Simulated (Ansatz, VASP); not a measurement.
Two plane-wave programs on Ir

```xyz
1
Lattice="0.0000 1.9061 1.9061 1.9061 0.0000 1.9061 1.9061 1.9061 0.0000" Properties=species:S:1:pos:R:3 pbc="T T T"
Ir    0.0000    0.0000    0.0000
```

Alike in both runs: task single point; functional LDA; k mesh 15 × 15 × 15; occupations fermi-dirac, width 0.1 eV; no spin polarisation.

```csv
,VASP,Ansatz
version,VASP 6.6.1,Ansatz 0.2.0
potentials or method,"VASP PAW LDA potentials, release 64 (Ir), cutoff 520 eV","plane waves (420 eV) with PAW, scalar-relativistic"
valence electrons in the cell,9,17
```

|  | VASP | Ansatz | Ansatz less VASP |
| --- | --- | --- | --- |
| pressure (GPa) | 2.3 | -0.3 | -2.59 |

Ansatz warns that its potentials were made for another functional, while VASP's fit it. LDA's correlation is that of Perdew and Zunger in VASP and of Perdew and Wang (1992) in Ansatz. VASP's potentials hold 9 valence electrons a cell and Ansatz's 17, so a difference there can come from the potentials and not from the codes.

Neither program's run includes spin-orbit coupling.
